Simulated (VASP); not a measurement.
# RbBr (Fm-3m) in VASP: a series of runs

The runs below take RbBr through single point, with PBE.

Program: VASP 6.6.1. These are calculated values, not measurements. Logs are shortened: lines on timing, memory, paths and dates and some standing lists are left out, and cuts for length are marked.

**1. The cell of the first run**

Symmetry: Fm-3m, No. 225, cubic system. The conventional cell has a = 6.854 Å, b = 6.854 Å, c = 6.854 Å, α = 90.00°, β = 90.00°, γ = 90.00°. Rb (site symmetry m-3m) has 6 Br at 3.43 Å within 4.5 Å. Br (site symmetry m-3m) has 6 Rb at 3.43 Å within 4.5 Å.

**2. Single point, PBE, non-collinear spin, zero start, spin-orbit coupling**

Input file INCAR:

```
SYSTEM = RbBr
  PREC = Accurate
  ENCUT = 520
  EDIFF = 1E-6
  ISMEAR = 1
  SIGMA = 0.05
  LREAL = .False.
  LASPH = .True.
  NELM = 150
  ALGO = Normal
  ISIF = 2
  LWAVE = .False.
  LCHARG = .False.
  MAGMOM = 0 0 0 0 0 0
  LORBIT = 11
  LSORBIT = .True.
  GGA_COMPAT = .False.
  LORBMOM = .True.
  GGA = PE
  NBANDS = 28
```

Input file KPOINTS:

```
Automatic mesh
0
Gamma
  8 8 8
  0 0 0
```

Input file POSCAR:

```
RbBr
1.0
    0.0000000000      3.4270000000      3.4270000000
    3.4270000000      0.0000000000      3.4270000000
    3.4270000000      3.4270000000      0.0000000000
Rb Br
1 1
Direct
    0.0000000000      0.0000000000      0.0000000000
    0.5000000000      0.5000000000      0.5000000000
```

Potentials or basis: VASP PAW PBE potentials, release 64 (Rb_sv, Br).

The run is started by

```
cat potpaw_PBE.64/Rb_sv/POTCAR potpaw_PBE.64/Br/POTCAR > POTCAR
mpirun -np 1 vasp_ncl > vasp.out
```

OUTCAR:

```text
SYSTEM = RbBr
   PREC = Accurate
   ENCUT = 520
   EDIFF = 1E-6
   ISMEAR = 1
   LREAL = .False.
   LASPH = .True.
   NELM = 150
   ISIF = 2
   LORBIT = 11
   LSORBIT = .True.
   GGA = PE

 ion  position               nearest neighbor table
   1  0.000  0.000  0.000-   2 3.43   2 3.43   2 3.43   2 3.43   2 3.43   2 3.43
   2  0.500  0.500  0.500-   1 3.43   1 3.43   1 3.43   1 3.43   1 3.43   1 3.43

  LATTYP: Found a face centered cubic cell.
 ALAT       =     6.8540000000

  Lattice vectors:

 A1 = (   0.0000000000,   3.4270000000,   3.4270000000)
 A2 = (   3.4270000000,   0.0000000000,   3.4270000000)
 A3 = (   3.4270000000,   3.4270000000,   0.0000000000)

Analysis of symmetry for initial positions (statically):
=====================================================================
 Subroutine PRICEL returns:
 Original cell was already a primitive cell.

 Routine SETGRP: Setting up the symmetry group for a
 face centered cubic supercell.

 Subroutine GETGRP returns: Found 48 space group operations
 (whereof 48 operations were pure point group operations)
 out of a pool of 48 trial point group operations.

The static configuration has the point symmetry O_h .

Analysis of symmetry for dynamics (positions and initial velocities):
=====================================================================
 Subroutine PRICEL returns:
 Original cell was already a primitive cell.

 Routine SETGRP: Setting up the symmetry group for a
 face centered cubic supercell.

 Subroutine GETGRP returns: Found 48 space group operations
 (whereof 48 operations were pure point group operations)
 out of a pool of 48 trial point group operations.

The dynamic configuration has the point symmetry O_h .

Analysis of structural, dynamic, and magnetic symmetry:
=====================================================================
 Subroutine PRICEL returns:
 Original cell was already a primitive cell.

 Routine SETGRP: Setting up the symmetry group for a
 face centered cubic supercell.

 Subroutine GETGRP returns: Found 48 space group operations
 (whereof 48 operations were pure point group operations)
 out of a pool of 48 trial point group operations.

The overall configuration has the point symmetry O_h .

 Subroutine INISYM returns: Found 48 space group operations
 (whereof 48 operations are pure point group operations),
 and found     1 'primitive' translations

----------------------------------------------------------------------------------------

                                     Primitive cell

  volume of cell :      80.4956

  direct lattice vectors                    reciprocal lattice vectors
     0.000000000  3.427000000  3.427000000    -0.145900204  0.145900204  0.145900204
     3.427000000  0.000000000  3.427000000     0.145900204 -0.145900204  0.145900204
     3.427000000  3.427000000  0.000000000     0.145900204  0.145900204 -0.145900204

  length of vectors
     4.846509878  4.846509878  4.846509878     0.252706567  0.252706567  0.252706567

  position of ions in fractional coordinates (direct lattice)
     0.000000000  0.000000000  0.000000000
     0.500000000  0.500000000  0.500000000

  ion indices of the primitive-cell ions
   primitive index   ion index
                 1           1
                 2           2

----------------------------------------------------------------------------------------

 KPOINTS: Automatic mesh

Automatic generation of k-mesh.
 Grid dimensions read from file:
 generate k-points for:    8    8    8

 Generating k-lattice:

  Cartesian coordinates                     Fractional coordinates (reciprocal lattice)
    -0.018237526  0.018237526  0.018237526     0.125000000  0.000000000  0.000000000
     0.018237526 -0.018237526  0.018237526     0.000000000  0.125000000  0.000000000
     0.018237526  0.018237526 -0.018237526     0.000000000  0.000000000  0.125000000

[... 91 lines left out ...]
   NGX = 17   NGY = 17   NGZ = 17

 number of electron      15.9999999 magnetization      -0.0000000      0.0000000      0.0000000

 number of electron      15.9999999 magnetization      -0.0000000      0.0000000     -0.0000000

 number of electron      15.9999999 magnetization       0.0000000      0.0000000      0.0000000

 number of electron      15.9999999 magnetization      -0.0000000     -0.0000000     -0.0000000

 Free energy of the ion-electron system (eV)
  ---------------------------------------------------
  ext. energy  EPLUGINS =         0.00000000
  ---------------------------------------------------
  free energy    TOTEN  =        -6.14945216 eV

  energy without entropy =       -6.14957146  energy(sigma->0) =       -6.14949192

 E-fermi :  -1.5734     XC(G=0):  -7.2347

 val. band max:       -1.5924391032   @ k =   0.0000   0.0000   0.0000
 cond. band min:       2.6087658232   @ k =   0.0000   0.0000   0.0000
 fundamental gap:      4.2012049264
 Fermi energy:        -1.5733910469

 k-point     1 :       0.0000    0.0000    0.0000
  band No.  band energies     occupation
      1     -26.1691      1.00000
      2     -26.1691      1.00000
      3     -13.9329      1.00000
      4     -13.9329      1.00000
      5     -10.8220      1.00000
      6     -10.8220      1.00000
[... 733 lines left out ...]
     27       9.0123      0.00000
     28       9.0126      0.00000

 [... further k-points ...]
[... 5 lines left out ...]
  --------------------------------------------------------------------------------------
  -------------------------------------------------------------------------------------
  Total        0.5170145      0.5170145      0.5170145      0.0000000     -0.0000000      0.0000000
  in kB       10.2906077     10.2906077     10.2906077      0.0000000     -0.0000000      0.0000000
  external PRESSURE =      10.2906077 kB  Pullay stress =       0.0000000 kB

 VOLUME and BASIS-vectors are now :
 -----------------------------------------------------------------------------
  energy-cutoff  :      520.00
  volume of cell :       80.50
      direct lattice vectors                 reciprocal lattice vectors
     0.000000000  3.427000000  3.427000000    -0.145900204  0.145900204  0.145900204
     3.427000000  0.000000000  3.427000000     0.145900204 -0.145900204  0.145900204
     3.427000000  3.427000000  0.000000000     0.145900204  0.145900204 -0.145900204

 POSITION                                       TOTAL-FORCE (eV/Angst)
 -----------------------------------------------------------------------------------
      0.00000      0.00000      0.00000         0.000000      0.000000     -0.000000
      3.42700      3.42700      3.42700         0.000000     -0.000000      0.000000
 -----------------------------------------------------------------------------------
    total drift:                                0.000000      0.000000      0.000000

  FREE ENERGIE OF THE ION-ELECTRON SYSTEM (eV)
  ---------------------------------------------------
  free  energy   TOTEN  =        -6.1494521556 eV

  energy  without entropy=       -6.1495714568  energy(sigma->0) =       -6.14949192

 orbital moment (x)

 # of ion     p       d       tot
 ----------------------------------------
  1         0.000   0.000   0.000
  2         0.000   0.000   0.000
 ----------------------------------------
            0.000   0.000   0.000

 orbital moment (y)

 # of ion     p       d       tot
 ----------------------------------------
  1         0.000   0.000   0.000
  2         0.000  -0.000  -0.000
 ----------------------------------------
            0.000   0.000   0.000

 orbital moment (z)

 # of ion     p       d       tot
 ----------------------------------------
  1         0.000   0.000   0.000
  2         0.000   0.000   0.000
 ----------------------------------------
            0.000   0.000   0.000

 Spin-Orbit-Coupling matrix elements

 Ion:    1  E_soc:     -0.0529934
 l=   1
     0.0000000    -0.0088231    -0.0088231
    -0.0088231     0.0000000    -0.0088231
    -0.0088231    -0.0088231     0.0000000
 l=   2
     0.0000000     0.0000008     0.0000000     0.0000008    -0.0000100
     0.0000008     0.0000000    -0.0000075     0.0000008    -0.0000025
     0.0000000    -0.0000075     0.0000000    -0.0000075     0.0000000
     0.0000008     0.0000008    -0.0000075     0.0000000    -0.0000025
    -0.0000100    -0.0000025     0.0000000    -0.0000025     0.0000000
 l=   3
     0.0000000     0.0000000     0.0000000     0.0000000     0.0000000     0.0000000     0.0000000
     0.0000000     0.0000000     0.0000000     0.0000000     0.0000000     0.0000000     0.0000000
     0.0000000     0.0000000     0.0000000     0.0000000     0.0000000     0.0000000     0.0000000
     0.0000000     0.0000000     0.0000000     0.0000000     0.0000000     0.0000000     0.0000000
     0.0000000     0.0000000     0.0000000     0.0000000     0.0000000     0.0000000     0.0000000
     0.0000000     0.0000000     0.0000000     0.0000000     0.0000000     0.0000000     0.0000000
     0.0000000     0.0000000     0.0000000     0.0000000     0.0000000     0.0000000     0.0000000

 Ion:    2  E_soc:     -0.0514731
 l=   1
     0.0000000    -0.0085784    -0.0085784
    -0.0085784     0.0000000    -0.0085784
    -0.0085784    -0.0085784     0.0000000
 l=   2
     0.0000000    -0.0000000     0.0000000    -0.0000000    -0.0000004
    -0.0000000     0.0000000    -0.0000003    -0.0000000    -0.0000001
     0.0000000    -0.0000003     0.0000000    -0.0000003     0.0000000
    -0.0000000    -0.0000000    -0.0000003     0.0000000    -0.0000001
    -0.0000004    -0.0000001     0.0000000    -0.0000001     0.0000000
 l=   3
     0.0000000     0.0000000     0.0000000     0.0000000     0.0000000     0.0000000     0.0000000
     0.0000000     0.0000000     0.0000000     0.0000000     0.0000000     0.0000000     0.0000000
     0.0000000     0.0000000     0.0000000     0.0000000     0.0000000     0.0000000     0.0000000
     0.0000000     0.0000000     0.0000000     0.0000000     0.0000000     0.0000000     0.0000000
     0.0000000     0.0000000     0.0000000     0.0000000     0.0000000     0.0000000     0.0000000
     0.0000000     0.0000000     0.0000000     0.0000000     0.0000000     0.0000000     0.0000000
     0.0000000     0.0000000     0.0000000     0.0000000     0.0000000     0.0000000     0.0000000

 total charge

# of ion       s       p       d       tot
------------------------------------------
    1        1.940   5.351   0.023   7.315
    2        1.600   3.300   0.001   4.901
--------------------------------------------------
tot          3.540   8.651   0.024  12.216

 magnetization (x)

# of ion       s       p       d       tot
------------------------------------------
    1        0.000   0.000   0.000   0.000
    2        0.000  -0.000   0.000  -0.000
--------------------------------------------------
tot          0.000  -0.000   0.000   0.000

 magnetization (y)

# of ion       s       p       d       tot
------------------------------------------
    1        0.000   0.000   0.000   0.000
    2        0.000  -0.000   0.000  -0.000
--------------------------------------------------
tot          0.000  -0.000   0.000  -0.000

 magnetization (z)

# of ion       s       p       d       tot
------------------------------------------
    1        0.000  -0.000   0.000   0.000
    2        0.000   0.000   0.000   0.000
--------------------------------------------------
tot          0.000   0.000   0.000   0.000
```

It took 58 s on 1 thread of Intel Xeon 6975P-C (Granite Rapids), shared host; peak memory 0.43 GiB.

What came out:

```
Free energy                                           : -6.1495 eV
Pressure                                              : 1.0 GPa
Net moment                                            : 0.00 μB per cell
Valence electrons inside the program's atomic spheres : Rb 7.32; Br 4.90
```

Moments on the atoms (μB; x, y, z):
```
Rb  0.00 0.00 0.00
Br  0.00 0.00 0.00
```

**3. Single point, PBE, non-collinear spin, zero start, spin-orbit coupling**

Input file INCAR:

```
SYSTEM = RbBr
PREC     = Accurate       ! precision mode
ENCUT    = 520            ! plane-wave cutoff, eV
EDIFF    = 1E-6           ! SCF threshold, eV
ISMEAR   = 1              ! smearing method
SIGMA    = 0.05           ! smearing width, eV
LREAL    = .False.        ! projectors in reciprocal space
LASPH    = .True.         ! aspherical terms in the spheres
NELM     = 150            ! most SCF steps
ALGO     = Normal         ! electronic algorithm
ISIF     = 2              ! what is computed and relaxed
LWAVE    = .False.        ! write WAVECAR
LCHARG   = .True.         ! write CHGCAR
MAGMOM   = 0 0 0 0 0 0    ! initial moments
LORBIT   = 11             ! projections on sites
LSORBIT  = .True.         ! spin-orbit coupling
GGA_COMPAT= .False.      
LORBMOM  = .True.       
GGA      = PE             ! functional
LVHAR    = .True.       
NBANDS   = 28             ! bands
```

Input file KPOINTS:

```
Automatic mesh
0
Gamma
  9 9 9
  0 0 0
```

POSCAR is that of step 2.

Potentials or basis: VASP PAW PBE potentials, release 64 (Rb_sv, Br).

The run is started by

```
cat potpaw_PBE.64/Rb_sv/POTCAR potpaw_PBE.64/Br/POTCAR > POTCAR
mpirun -np 1 vasp_ncl > vasp.out
```

It took 71 s on 1 thread of Intel Xeon 6975P-C (Granite Rapids), shared host; peak memory 0.44 GiB.

It converged, with:

```
Free energy                                           : -6.1495 eV
Pressure                                              : 1.0 GPa
Net moment                                            : 0.00 μB per cell
Valence electrons inside the program's atomic spheres : Rb 7.32; Br 4.90
```

Moments on the atoms (μB; x, y, z):
```
Rb  0.00 0.00 0.00
Br  0.00 0.00 0.00
```
